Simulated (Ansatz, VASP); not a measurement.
## GaN: VASP beside Ansatz

```
Ga N
1.0
     3.18000    0.00000    0.00000
    -1.59000    2.75396    0.00000
     0.00000    0.00000    5.16600
Ga N
2 2
Direct
  0.66667 0.33333 0.50000
  0.33333 0.66667 0.00000
  0.66667 0.33333 0.87500
  0.33333 0.66667 0.37500
```

Alike in both runs: task relaxation of cell and atoms; functional PBE; k mesh 7 × 7 × 4; occupations fermi-dirac, width 0.05 eV; no spin polarisation.

|  | VASP | Ansatz |
| --- | --- | --- |
| version | VASP 6.6.1 | Ansatz 0.2.0 |
| potentials or method | VASP PAW PBE potentials, release 64 (Ga_d, N), cutoff 600 eV | all-electron LAPW, scalar-relativistic |

Ansatz gave:

- relaxed volume (Å³/atom): 11.75
- relaxed cell length with the largest relative difference (Å): 5.242

Task: Which values does VASP return?

Result: Relaxed volume (Å³/atom): 11.76; relaxed cell length with the largest relative difference (Å): 5.247.

Ansatz ran all-electron here, and VASP with PAW potentials.

Noted on Ansatz's run: the k mesh is thin for a metal, which can move the energy by tens of meV per atom.
